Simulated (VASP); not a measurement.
# ZnCu (Pm-3m) in VASP: a series of runs

The runs below take ZnCu through single point, with PBEsol.

All numbers are computed with VASP 6.6.1; they aren't measurements. Logs are shortened: lines on timing, memory, paths and dates and some standing lists are left out, and cuts for length are marked.

## Step 1: The cell of the first run

Symmetry: Pm-3m, No. 221, cubic system. Conventional cell: a = 2.864 Å, b = 2.864 Å, c = 2.864 Å, α = 90.00°, β = 90.00°, γ = 90.00°. Within 3.3 Å of Zn (site symmetry m-3m) lie 8 Cu at 2.48 Å and 6 Zn at 2.86 Å. Within 3.3 Å of Cu (site symmetry m-3m) lie 8 Zn at 2.48 Å and 6 Cu at 2.86 Å.

## Step 2: Single point, PBEsol

Contents of INCAR:

```
SYSTEM = ZnCu
PREC = Accurate
ENCUT = 520
EDIFF = 1E-6
ISMEAR = 1
SIGMA = 0.1
LREAL = .False.
LASPH = .True.
NELM = 100
ALGO = Normal
ISIF = 2
LWAVE = .False.
LCHARG = .True.
GGA = PS
LELF = .True.
LVHAR = .True.
NBANDS = 18
```

Contents of KPOINTS:

```
regular mesh
0
Gamma
  10 10 10
  0 0 0
```

Contents of POSCAR:

```
ZnCu
1.0
    2.8642740932      0.0000000000      0.0000000000
    0.0000000000      2.8642740932      0.0000000000
    0.0000000000      0.0000000000      2.8642740932
Zn Cu
1 1
Direct
    0.5000000000      0.5000000000      0.5000000000
    0.0000000000      0.0000000000      0.0000000000
```

Potentials or basis: VASP PAW PBE potentials, release 64 (Zn, Cu).

Started as:

```bash
> cat potpaw_PBE.64/Zn/POTCAR potpaw_PBE.64/Cu/POTCAR > POTCAR
> mpirun -np 1 vasp_std > vasp.out
```

OUTCAR:

```text
SYSTEM = ZnCu
   PREC = Accurate
   ENCUT = 520
   EDIFF = 1E-6
   ISMEAR = 1
   LREAL = .False.
   LASPH = .True.
   NELM = 100
   ISIF = 2
   GGA = PS

 ion  position               nearest neighbor table
   1  0.500  0.500  0.500-   2 2.48   2 2.48   2 2.48   2 2.48   2 2.48   2 2.48   2 2.48   2 2.48

   2  0.000  0.000  0.000-   1 2.48   1 2.48   1 2.48   1 2.48   1 2.48   1 2.48   1 2.48   1 2.48

  LATTYP: Found a simple cubic cell.
 ALAT       =     2.8642740932

  Lattice vectors:

 A1 = (   2.8642740932,   0.0000000000,   0.0000000000)
 A2 = (   0.0000000000,   2.8642740932,   0.0000000000)
 A3 = (   0.0000000000,   0.0000000000,   2.8642740932)

Analysis of symmetry for initial positions (statically):
=====================================================================
 Subroutine PRICEL returns:
 Original cell was already a primitive cell.

 Routine SETGRP: Setting up the symmetry group for a
 simple cubic supercell.

 Subroutine GETGRP returns: Found 48 space group operations
 (whereof 48 operations were pure point group operations)
 out of a pool of 48 trial point group operations.

The static configuration has the point symmetry O_h .

Analysis of symmetry for dynamics (positions and initial velocities):
=====================================================================
 Subroutine PRICEL returns:
 Original cell was already a primitive cell.

 Routine SETGRP: Setting up the symmetry group for a
 simple cubic supercell.

 Subroutine GETGRP returns: Found 48 space group operations
 (whereof 48 operations were pure point group operations)
 out of a pool of 48 trial point group operations.

The dynamic configuration has the point symmetry O_h .

 Subroutine INISYM returns: Found 48 space group operations
 (whereof 48 operations are pure point group operations),
 and found     1 'primitive' translations

----------------------------------------------------------------------------------------

                                     Primitive cell

  volume of cell :      23.4987

  direct lattice vectors                    reciprocal lattice vectors
     2.864274093  0.000000000  0.000000000     0.349128599  0.000000000  0.000000000
     0.000000000  2.864274093  0.000000000     0.000000000  0.349128599  0.000000000
     0.000000000  0.000000000  2.864274093     0.000000000  0.000000000  0.349128599

  length of vectors
     2.864274093  2.864274093  2.864274093     0.349128599  0.349128599  0.349128599

  position of ions in fractional coordinates (direct lattice)
     0.500000000  0.500000000  0.500000000
     0.000000000  0.000000000  0.000000000

  ion indices of the primitive-cell ions
   primitive index   ion index
                 1           1
                 2           2

----------------------------------------------------------------------------------------

 KPOINTS: regular mesh

Automatic generation of k-mesh.
 Grid dimensions read from file:
 generate k-points for:   10   10   10

 Generating k-lattice:

  Cartesian coordinates                     Fractional coordinates (reciprocal lattice)
     0.034912860  0.000000000  0.000000000     0.100000000  0.000000000  0.000000000
     0.000000000  0.034912860  0.000000000     0.000000000  0.100000000  0.000000000
     0.000000000  0.000000000  0.034912860     0.000000000  0.000000000  0.100000000

  Length of vectors
     0.034912860  0.034912860  0.034912860

  Shift w.r.t. Gamma in fractional coordinates (k-lattice)
     0.000000000  0.000000000  0.000000000

 Subroutine IBZKPT returns following result:
 ===========================================

 Found     56 irreducible k-points:

 Following reciprocal coordinates:
            Coordinates               Weight
  0.000000  0.000000  0.000000      1.000000
  0.100000  0.000000  0.000000      6.000000
  0.200000  0.000000  0.000000      6.000000
  0.300000  0.000000  0.000000      6.000000
  0.400000  0.000000  0.000000      6.000000
  0.500000  0.000000  0.000000      3.000000
[... 16 lines left out ...]
  0.200000  0.100000  0.100000     24.000000
  0.300000  0.100000  0.100000     24.000000
 [... further k-points ...]
   k-points           NKPTS =     56   k-points in BZ     NKDIM =     56   number of bands    NBANDS=     18
   number of dos      NEDOS =    301   number of ions     NIONS =      2
   total plane-waves  NPLWV =  13824
   dimension x,y,z NGX =    24 NGY =   24 NGZ =   24
   dimension x,y,z NGXF=    48 NGYF=   48 NGZF=   48
   ions per type =               1   1
   NGX,Y,Z   is equivalent  to a cutoff of  13.93, 13.93, 13.93 a.u.
   NGXF,Y,Z  is equivalent  to a cutoff of  27.86, 27.86, 27.86 a.u.
 SYSTEM =  ZnCu
   PREC   = accura    normal or accurate (medium, high low for compatibility)
   ISTART =      0    job   : 0-new  1-cont  2-samecut
   ICHARG =      2    charge: 1-file 2-atom 10-const
   ISPIN  =      1    spin polarized calculation?
   LNONCOLLINEAR =      F non collinear calculations
[... 93 lines left out ...]
     17      24.3780      0.00000
     18      26.2785      0.00000

 k-point     4 :       0.3000    0.0000    0.0000
  band No.  band energies     occupation
      1      -3.2220      2.00000
      2      -1.7470      2.00000
      3      -1.5606      2.00000
      4      -1.2113      2.00000
      5      -1.2113      2.00000
      6      -1.0182      2.00000
[... 10 lines left out ...]
     17      23.7785      0.00000
     18      23.7786      0.00000

 k-point     5 :       0.4000    0.0000    0.0000
  band No.  band energies     occupation
      1      -2.3336      2.00000
      2      -1.6692      2.00000
      3      -1.2573      2.00000
      4      -1.2573      2.00000
      5      -1.1215      2.00000
      6      -0.9902      2.00000
[... 10 lines left out ...]
     17      21.2439      0.00000
     18      21.2439      0.00000

 k-point     6 :       0.5000    0.0000    0.0000
  band No.  band energies     occupation
      1      -2.0268      2.00000
      2      -1.6388      2.00000
      3      -1.2748      2.00000
      4      -1.2748      2.00000
      5      -0.9794      2.00000
      6      -0.4385      2.00000
[... 10 lines left out ...]
     17      20.1842      0.00000
     18      21.5367      0.00000

 k-point     7 :       0.1000    0.1000    0.0000
  band No.  band energies     occupation
      1      -4.4624      2.00000
      2      -1.8791      2.00000
      3      -1.8569      2.00000
      4      -1.1265      2.00000
      5      -1.1194      2.00000
      6      -1.0801      2.00000
[... 10 lines left out ...]
     17      21.5326      0.00000
     18      26.3345      0.00000

 k-point     8 :       0.2000    0.1000    0.0000
  band No.  band energies     occupation
      1      -3.9091      2.00000
      2      -1.8088      2.00000
      3      -1.7332      2.00000
      4      -1.1719      2.00000
      5      -1.1642      2.00000
      6      -1.0673      2.00000
[... 10 lines left out ...]
     17      23.5453      0.00000
     18      24.5671      0.00000
[... 229 lines left out ...]
     17      22.6887      0.00000
     18      22.8381      0.00000

 k-point    20 :       0.5000    0.4000    0.0000
  band No.  band energies     occupation
      1      -2.1383      2.00000
      2      -1.8246      2.00000
      3      -1.4039      2.00000
      4      -1.3798      2.00000
      5      -0.8255      2.00000
      6       1.1681      2.00000
[... 10 lines left out ...]
     17      22.1681      0.00000
     18      22.3163      0.00000

 k-point    21 :       0.5000    0.5000    0.0000
  band No.  band energies     occupation
      1      -2.1886      2.00000
      2      -1.8292      2.00000
      3      -1.4174      2.00000
      4      -1.4174      2.00000
      5      -0.7363      2.00000
      6       1.2680      2.00000
[... 10 lines left out ...]
     17      22.3880      0.00000
     18      22.9327      0.00000

 k-point    22 :       0.1000    0.1000    0.1000
  band No.  band energies     occupation
      1      -4.2749      2.00000
      2      -1.8334      2.00000
      3      -1.8334      2.00000
      4      -1.1397      2.00000
      5      -1.1397      2.00000
      6      -1.0832      2.00000
[... 10 lines left out ...]
     17      21.9826      0.00000
     18      26.1919      0.00000

 k-point    23 :       0.2000    0.1000    0.1000
  band No.  band energies     occupation
      1      -3.7298      2.00000
      2      -1.7703      2.00000
      3      -1.7076      2.00000
      4      -1.1928      2.00000
      5      -1.1778      2.00000
      6      -1.0807      2.00000
[... 10 lines left out ...]
     17      23.4265      0.00000
     18      24.0032      0.00000

 k-point    24 :       0.3000    0.1000    0.1000
  band No.  band energies     occupation
      1      -2.9103      2.00000
      2      -1.6889      2.00000
      3      -1.5461      2.00000
      4      -1.2595      2.00000
      5      -1.1676      2.00000
      6      -1.0650      2.00000
[... 10 lines left out ...]
     17      21.3551      0.00000
     18      22.0981      0.00000

 [... further k-points ...]

------------------------ aborting loop because EDIFF is reached ----------------------------------------

  FORCE on cell =-STRESS in cart. coord.  units (eV):
  Direction    XX          YY          ZZ          XY          YZ          ZX
  --------------------------------------------------------------------------------------
  -------------------------------------------------------------------------------------
  Total        1.1613161      1.1613161      1.1613161      0.0000000      0.0000000     -0.0000000
  in kB       79.1803327     79.1803327     79.1803327      0.0000000      0.0000000     -0.0000000
  external PRESSURE =      79.1803327 kB  Pullay stress =       0.0000000 kB

 VOLUME and BASIS-vectors are now :
 -----------------------------------------------------------------------------
  energy-cutoff  :      520.00
  volume of cell :       23.50
      direct lattice vectors                 reciprocal lattice vectors
     2.864274093  0.000000000  0.000000000     0.349128599  0.000000000  0.000000000
     0.000000000  2.864274093  0.000000000     0.000000000  0.349128599  0.000000000
     0.000000000  0.000000000  2.864274093     0.000000000  0.000000000  0.349128599

 POSITION                                       TOTAL-FORCE (eV/Angst)
 -----------------------------------------------------------------------------------
      1.43214      1.43214      1.43214         0.000000      0.000000      0.000000
      0.00000      0.00000      0.00000         0.000000      0.000000      0.000000
 -----------------------------------------------------------------------------------
    total drift:                                0.000000      0.000000     -0.000000

  FREE ENERGIE OF THE ION-ELECTRON SYSTEM (eV)
  ---------------------------------------------------
  free  energy   TOTEN  =        -6.0594168980 eV

  energy  without entropy=       -6.0604136221  energy(sigma->0) =       -6.05974914
```

Wall time 26 s (1 thread of Intel Xeon Platinum 8375C at 2.90GHz (Ice Lake), shared host); peak memory 0.15 GiB.

Results:

- Free energy: -6.0594 eV
- Pressure: 7.9 GPa

Levels at points of the mesh, in eV from the Fermi level:
```
           k point  band 9  band 10  band 11  band 12  band 13  band 14  band 15  band 16
(0.00, 0.00, 0.00)   -3.02    -3.02    -3.02     6.35     6.35     6.35    11.66    11.66
(0.50, 0.00, 0.00)   -3.67    -3.67    -3.12    -2.22    12.29    12.29    12.88    12.88
(0.50, 0.50, 0.00)   -3.17    -2.76    -2.33    -2.33     1.99     2.29    14.67    16.05
(0.50, 0.50, 0.50)   -2.74    -2.74     4.30     4.38     4.38     4.38     4.63     4.63
```

Caveat: the PAW data sets were made with another functional, which shifts forces and pressure a little.

## Step 3: Single point, PBEsol

This run uses another cell than the first one, of 12.09 Å³/atom, 1.029 times its volume.

Contents of INCAR:

```
ALGO     = Normal         # electronic algorithm
EDIFF    = 1E-7           # SCF threshold, eV
ENCUT    = 520            # plane-wave cutoff, eV
GGA      = PS             # functional
ISIF     = 2              # what is computed and relaxed
ISMEAR   = 1              # smearing method
LASPH    = T              # aspherical terms in the spheres
LCHARG   = T              # write CHGCAR
LELF     = T              # ELF
LREAL    = F              # projectors in reciprocal space
LVHAR    = T            
LWAVE    = F              # write WAVECAR
NBANDS   = 18             # bands
NELM     = 80             # most SCF steps
PREC     = Accurate       # precision mode
SIGMA    = 0.1            # smearing width, eV
```

Contents of KPOINTS:

```
k-points
0
Gamma
  10 10 10
```

Contents of POSCAR:

```
ZnCu
1.0
    2.8916850802      0.0000000000      0.0000000000
    0.0000000000      2.8916850802      0.0000000000
    0.0000000000      0.0000000000      2.8916850802
Zn Cu
1 1
Direct
    0.5000000000      0.5000000000      0.5000000000
    0.0000000000      0.0000000000      0.0000000000
```

Potentials or basis: VASP PAW PBE potentials, release 64 (Zn, Cu).

Started as:

```bash
> cat potpaw_PBE.64/Zn/POTCAR potpaw_PBE.64/Cu/POTCAR > POTCAR
> mpirun -np 1 vasp_std > vasp.out
```

Run time: 26 s. Hardware: 1 thread of Intel Xeon Platinum 8375C at 2.90GHz (Ice Lake), shared host; peak memory 0.15 GiB.

Results (log left out):

```yaml
Free_energy: -6.0832 eV
Pressure: 3.3 GPa
```

Levels at points of the mesh, in eV from the Fermi level:
```tsv
k point	band 8	band 9	band 10	band 11	band 12	band 13	band 14	band 15	band 16	band 17
(0.00, 0.00, 0.00)	-3.85	-2.95	-2.95	-2.95	6.27	6.27	6.27	11.49	11.49	13.03
(0.50, 0.00, 0.00)	-4.01	-3.56	-3.56	-3.04	-2.17	12.05	12.05	12.65	12.65	13.68
(0.50, 0.50, 0.00)	-3.10	-3.10	-2.69	-2.21	-2.21	1.87	2.19	14.37	15.84	15.84
(0.50, 0.50, 0.50)	-4.67	-2.67	-2.67	4.10	4.33	4.33	4.33	4.56	4.56	4.56
```

Caveat: the PAW data sets were made with another functional, which shifts forces and pressure a little.

## Step 4: Single point, PBEsol

This run uses another cell than the first one, of 12.43 Å³/atom, 1.058 times its volume.

Contents of INCAR:

```
PREC = Accurate
ENCUT = 520
EDIFF = 1E-6
ISMEAR = 1
SIGMA = 0.1
LREAL = False
LASPH = True
NELM = 100
ALGO = Normal
ISIF = 2
LWAVE = False
LCHARG = True
GGA = PS
LELF = True
LVHAR = True
NBANDS = 18
```

Contents of KPOINTS:

```
Automatic mesh
0
Gamma
  10 10 10
```

Contents of POSCAR:

```
ZnCu
1.0
    2.9185860211      0.0000000000      0.0000000000
    0.0000000000      2.9185860211      0.0000000000
    0.0000000000      0.0000000000      2.9185860211
Zn Cu
1 1
Direct
    0.5000000000      0.5000000000      0.5000000000
    0.0000000000      0.0000000000      0.0000000000
```

Started as:

```bash
> cat potpaw_PBE.64/Zn/POTCAR potpaw_PBE.64/Cu/POTCAR > POTCAR
> mpirun -np 1 vasp_std > vasp.out
```

Run time: 27 s. Hardware: 1 thread of Intel Xeon Platinum 8375C at 2.90GHz (Ice Lake), shared host; peak memory 0.15 GiB.

The run converged. Its results:

```
Free energy : -6.0888 eV
Pressure    : -0.7 GPa
```

Levels at points of the mesh, in eV from the Fermi level:
| k point | band 10 | band 11 | band 12 | band 13 | band 14 | band 15 |
| --- | --- | --- | --- | --- | --- | --- |
| (0.00, 0.00, 0.00) | -2.87 | -2.87 | 6.19 | 6.19 | 6.19 | 11.33 |
| (0.50, 0.00, 0.00) | -3.46 | -2.96 | -2.12 | 11.82 | 11.82 | 12.43 |
| (0.50, 0.50, 0.00) | -2.63 | -2.10 | -2.10 | 1.77 | 2.10 | 14.08 |
| (0.50, 0.50, 0.50) | -2.61 | 3.92 | 4.29 | 4.29 | 4.29 | 4.49 |

Caveat: the PAW data sets were made with another functional, which shifts forces and pressure a little.

## Step 5: Single point, PBEsol

This run uses another cell than the first one, of 12.77 Å³/atom, 1.087 times its volume.

Contents of INCAR:

```
PREC     = Accurate       # precision mode
ENCUT    = 520            # plane-wave cutoff, eV
EDIFF    = 1E-7           # SCF threshold, eV
ISMEAR   = 1              # smearing method
SIGMA    = 0.1            # smearing width, eV
LREAL    = False          # projectors in reciprocal space
LASPH    = True           # aspherical terms in the spheres
NELM     = 100            # most SCF steps
ALGO     = Normal         # electronic algorithm
ISIF     = 2              # what is computed and relaxed
LWAVE    = False          # write WAVECAR
LCHARG   = True           # write CHGCAR
GGA      = PS             # functional
LELF     = True           # ELF
LVHAR    = True         
NBANDS   = 18             # bands
```

Contents of KPOINTS:

```
regular mesh
0
Gamma
  10 10 10
```

Contents of POSCAR:

```
ZnCu
1.0
    2.9450000000      0.0000000000      0.0000000000
    0.0000000000      2.9450000000      0.0000000000
    0.0000000000      0.0000000000      2.9450000000
Zn Cu
1 1
Direct
    0.5000000000      0.5000000000      0.5000000000
    0.0000000000      0.0000000000      0.0000000000
```

Started as:

```bash
> cat potpaw_PBE.64/Zn/POTCAR potpaw_PBE.64/Cu/POTCAR > POTCAR
> mpirun -np 1 vasp_std > vasp.out
```

It took 25 s on 1 thread of Intel Xeon Platinum 8375C at 2.90GHz (Ice Lake), shared host; peak memory 0.15 GiB.

The run converged. Its results:

* Free energy: -6.0789 eV
* Pressure: -4.0 GPa

Levels at points of the mesh, in eV from the Fermi level:
```csv
k point,band 10,band 11,band 12,band 13,band 14,band 15
"(0.00, 0.00, 0.00)",-2.81,-2.81,6.11,6.11,6.11,11.18
"(0.50, 0.00, 0.00)",-3.36,-2.88,-2.08,11.60,11.60,12.23
"(0.50, 0.50, 0.00)",-2.57,-1.99,-1.99,1.67,2.01,13.81
"(0.50, 0.50, 0.50)",-2.55,3.74,4.24,4.24,4.24,4.42
```

Caveat: the PAW data sets were made with another functional, which shifts forces and pressure a little.

## Step 6: Single point, PBEsol

This run uses another cell than the first one, of 13.11 Å³/atom, 1.116 times its volume.

Contents of INCAR:

```
SYSTEM = ZnCu
  PREC = Accurate
  ENCUT = 520
  EDIFF = 1E-6
  ISMEAR = 1
  SIGMA = 0.1
  LREAL = .FALSE.
  LASPH = .TRUE.
  NELM = 80
  ALGO = Normal
  ISIF = 2
  LWAVE = .FALSE.
  LCHARG = .FALSE.
  GGA = PS
  NBANDS = 18
```

Contents of KPOINTS:

```
regular mesh
0
G
  10 10 10
  0 0 0
```

Contents of POSCAR:

```
ZnCu
1.0
    2.9709484736      0.0000000000      0.0000000000
    0.0000000000      2.9709484736      0.0000000000
    0.0000000000      0.0000000000      2.9709484736
Zn Cu
1 1
Direct
    0.5000000000      0.5000000000      0.5000000000
    0.0000000000      0.0000000000      0.0000000000
```

Potentials or basis: VASP PAW PBE potentials, release 64 (Zn, Cu).

Started as:

```bash
> cat potpaw_PBE.64/Zn/POTCAR potpaw_PBE.64/Cu/POTCAR > POTCAR
> mpirun -np 1 vasp_std > vasp.out
```

It took 21 s on 1 thread of Intel Xeon Platinum 8375C at 2.90GHz (Ice Lake), shared host; peak memory 0.15 GiB.

The run converged. Its results:

| Property | Result |
| --- | --- |
| Free energy | -6.0560 eV |
| Pressure | -6.9 GPa |

Levels at points of the mesh, in eV from the Fermi level:
```
           k point  band 10  band 11  band 12  band 13  band 14  band 15
(0.00, 0.00, 0.00)    -2.75    -2.75     6.04     6.04     6.04    11.03
(0.50, 0.00, 0.00)    -3.27    -2.81    -2.04    11.39    11.39    12.02
(0.50, 0.50, 0.00)    -2.51    -1.89    -1.89     1.57     1.92    13.55
(0.50, 0.50, 0.50)    -2.49     3.57     4.20     4.20     4.20     4.36
```

Caveat: the PAW data sets were made with another functional, which shifts forces and pressure a little.

## Step 7: Summary

| cell | gap on the mesh (eV) | pressure (GPa) |
| --- | --- | --- |
| a = 2.864 Å, 2 atoms | none | 7.9 |
| a = 2.892 Å, 2 atoms | none | 3.3 |
| a = 2.919 Å, 2 atoms | none | -0.7 |
| a = 2.945 Å, 2 atoms | none | -4.0 |
| a = 2.971 Å, 2 atoms | none | -6.9 |

Alike in all rows: task single point; level PBEsol; potentials or basis VASP PAW PBE potentials, release 64 (Zn, Cu); no spin polarisation; k mesh 10 × 10 × 10; cutoff (eV) 520; smearing methfessel-paxton 0.1 eV.

Caveats: the PAW data sets were made with another functional, which shifts forces and pressure a little.

Absolute energies hang on the potentials; compare differences alone.
